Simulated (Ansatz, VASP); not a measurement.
VB4Os in VASP and in Ansatz

```
V B Os
1.0
     2.87749    0.00000    0.00000
    -1.43874    2.49198    0.00000
     0.00000    0.00000    7.45371
V B Os
1 4 1
Direct
  0.00000 0.00000 0.00000
  0.00000 0.00000 0.70948
  0.33333 0.66667 0.79692
  0.33333 0.66667 0.20308
  0.00000 0.00000 0.29052
  0.33333 0.66667 0.50000
```

Alike in both runs: task single point; functional PBE; k mesh 9 × 9 × 3; collinear spin.

|  | VASP | Ansatz |
| --- | --- | --- |
| version | VASP 6.6.1 | Ansatz 0.2.0 |
| potentials or method | VASP PAW PBE potentials, release 64 (V_sv, B, Os), cutoff 520 eV | plane waves, PAW |
| occupations | fermi-dirac, width 0.1 eV | fermi-dirac |
| valence electrons in the cell | 33 | 41 |

|  | VASP | Ansatz | Ansatz less VASP |
| --- | --- | --- | --- |
| net moment per atom (μB) | 0.00 | 0.00 | 0.000 |

VASP's potentials hold 33 valence electrons a cell and Ansatz's 41, so a difference there can come from the potentials and not from the codes. Ansatz's warnings: seeded moment not kept, structure snapped to symmetry.

Spin-orbit coupling is off throughout.
